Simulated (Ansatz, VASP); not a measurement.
# C in VASP and in Ansatz

```
C
1.0
     2.48393    0.00000    0.00000
    -1.24196    2.15114    0.00000
     0.00000    0.00000    4.09452
C
4
Cartesian
  0.0000 1.4341 -0.0010
  1.2420 0.7170 2.0463
  0.0000 1.4341 1.5323
  1.2420 0.7170 3.5796
```

Change from the starting cell: strained cell.

Alike in both runs: functional LDA; k mesh 9 × 9 × 6; occupations gaussian, width 0.02 eV; no spin polarisation.

Ansatz relaxed the structure, and its values are those at the end. VASP's run is a single point on that final structure, the one shown.

|  | VASP | Ansatz |
| --- | --- | --- |
| version | VASP 6.6.1 | Ansatz 0.2.0 |
| potentials or method | VASP PAW LDA potentials, release 64 (C_h), cutoff 910 eV | scalar-relativistic, plane waves, PAW |
| valence electrons in the cell | 16 | 16 |

Ansatz gave:

```
gap on the k mesh at the Fermi level (eV) : 3.02
least direct gap on the mesh (eV)         : 4.86
```

Problem. What did VASP give for the same quantities?

Solution. gap on the k mesh at the Fermi level (eV): 3.00; least direct gap on the mesh (eV): 4.86.

Ansatz warns that its potentials were made for another functional, while VASP's fit it. LDA's correlation is that of Perdew and Zunger in VASP and of Perdew and Wang (1992) in Ansatz. Ansatz's warnings: stress scf threshold loose.

Noted on VASP's run: the cutoff is short for stress, so the pressure is rough.
